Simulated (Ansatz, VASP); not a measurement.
## One calculation of MgO, two programs

```
Mg O
1.0
     0.00000    2.10217    2.10217
     2.10217    0.00000    2.10217
     2.10217    2.10217    0.00000
Mg O
1 1
Direct
  0.00000 0.00000 0.00000
  0.50000 0.50000 0.50000
```

Alike in both runs: task single point; functional HSE06; k mesh 6 × 6 × 6; occupations methfessel-paxton of order 1, width 0.2 eV; no spin polarisation.

```csv
,VASP,Ansatz
version,VASP 6.6.1,Ansatz 0.2.0
potentials or method,"VASP PAW PBE potentials, release 64 (Mg, O)",plane waves
plane-wave cutoff (eV),520,420
valence electrons in the cell,8,16
```

|  | VASP | Ansatz | Ansatz less VASP |
| --- | --- | --- | --- |
| gap on the k mesh at the Fermi level (eV) | 6.49 | 6.54 | +0.051 |
| pressure (GPa) | -0.7 | -0.4 | +0.31 |

VASP's potentials hold 8 valence electrons a cell and Ansatz's 16, so a difference there can come from the potentials and not from the codes. Ansatz's warnings: stress exchange threshold loose, stress scf threshold loose.

The k mesh is coarse, so the values compare programs but aren't converged.
